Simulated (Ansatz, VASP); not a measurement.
**PbSe: VASP beside Ansatz**

POSCAR

```
PbSe
1.0
    0.0000000000      3.0606500000      3.0606500000
    3.0606500000      0.0000000000      3.0606500000
    3.0606500000      3.0606500000      0.0000000000
Pb Se
1 1
Direct
    0.0000000000      0.0000000000      0.0000000000
    0.5000000000      0.5000000000      0.5000000000
```

The input INCAR.step1:

```
SYSTEM = PbSe
PREC = Accurate
ENCUT = 520
EDIFF = 1E-5
ISMEAR = -1
SIGMA = 0.05
LREAL = .FALSE.
LASPH = .TRUE.
NELM = 100
ALGO = Normal
ISIF = 2
LWAVE = .TRUE.
LCHARG = .FALSE.
NBANDS = 17
GGA = PE
```

The input INCAR.step2:

```
SYSTEM = PbSe
PREC = Accurate
ENCUT = 520
EDIFF = 1E-6
ISMEAR = -1
SIGMA = 0.05
LREAL = .FALSE.
LASPH = .TRUE.
NELM = 100
ALGO = Normal
ISIF = 2
LWAVE = .FALSE.
LCHARG = .FALSE.
GGA = PE
LHFCALC = .TRUE.
AEXX = 0.25
PRECFOCK = Normal
NBANDS = 17
ISTART = 1
```

Contents of KPOINTS:

```
Automatic mesh
0
G
  4 4 4
  0 0 0
```

File input.yaml:

```yaml
crystal:
  lattice:
    - [0.0, 3.06065, 3.06065]
    - [3.06065, 0.0, 3.06065]
    - [3.06065, 3.06065, 0.0]
  atoms:
    - { symbol: Pb, position: [0.0, 0.0, 0.0] }
    - { symbol: Se, position: [0.5, 0.5, 0.5] }
kpoints:
  mp_grid: { grid: [4, 4, 4] }
scf:
  occupations: { method: fermi_dirac, width: 0.05 }
hamiltonian:
  xc: pbe0
  pseudopotentials: { kind: all_electron, datasets: crystal }
output:
  forces: true
  stress: true
```

Alike in both runs: task single point; functional PBE0; k mesh 4 × 4 × 4; occupations fermi-dirac, width 0.05 eV; no spin polarisation.

```csv
,VASP,Ansatz
version,VASP 6.6.1,Ansatz 0.2.0
potentials or method,"VASP PAW PBE potentials, release 64 (Pb_d, Se), cutoff 520 eV",all-electron PAW datasets made for the crystal
```

VASP gave:

| Item | Value |
| --- | --- |
| gap on the k mesh at the Fermi level (eV) | 1.36 |
| least direct gap on the mesh (eV) | 1.36 |
| pressure (GPa) | 1.1 |

Problem. What did Ansatz give for the same quantities?

Solution. gap on the k mesh at the Fermi level (eV): 1.28; least direct gap on the mesh (eV): 1.28; pressure (GPa): 1.4.

Ansatz ran all-electron here, and VASP with PAW potentials.

The k mesh is coarse, so the values compare programs but aren't converged. Spin-orbit coupling is off throughout.
